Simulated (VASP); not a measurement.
Input of a VASP 6.6.1 run:

INCAR

```
  ALGO = Fast
  EDIFF = 1E-6
  ENCUT = 520
  GGA = PE
  ISIF = 2
  ISMEAR = 0
  LASPH = True
  LCHARG = False
  LREAL = False
  LWAVE = False
  NBANDS = 38
  NELM = 80
  PREC = Accurate
  SIGMA = 0.1
```

KPOINTS

```
k-points
0
Gamma
  3 3 6
```

Contents of POSCAR:

```
La3AsPt2
1.0
    6.6336126000      0.0000000000      0.0000000000
   -3.3168063000      5.7448770300      0.0000000000
    0.0000000000      0.0000000000      3.5898568200
La As Pt
3 1 2
Direct
    0.5000000000      0.0000000000      0.5000000000
    0.5000000000      0.5000000000      0.5000000000
    0.0000000000      0.5000000000      0.5000000000
    0.0000000000      0.0000000000      0.0000000000
    0.3333333300      0.6666666700      0.0000000000
    0.6666666700      0.3333333300      0.0000000000
```

Potentials or basis: VASP PAW PBE potentials, release 64 (La, As, Pt).

Command:

```sh
$ cat potpaw_PBE.64/La/POTCAR potpaw_PBE.64/As/POTCAR potpaw_PBE.64/Pt/POTCAR > POTCAR
$ mpirun -np 1 vasp_std > vasp.out
```

(1) Predict the band gap on the k mesh.

(2) What does it give for the pressure?

Answers

(1) zero (bands 29 and 30 overlap by 1.47 eV).

(2) 37.7 GPa.

Caveat: the k points lie up to 0.36 Å⁻¹ apart, too coarse for converged energies and pressures of a metal; spin-orbit coupling is left out, which moves the levels of the heavy elements.
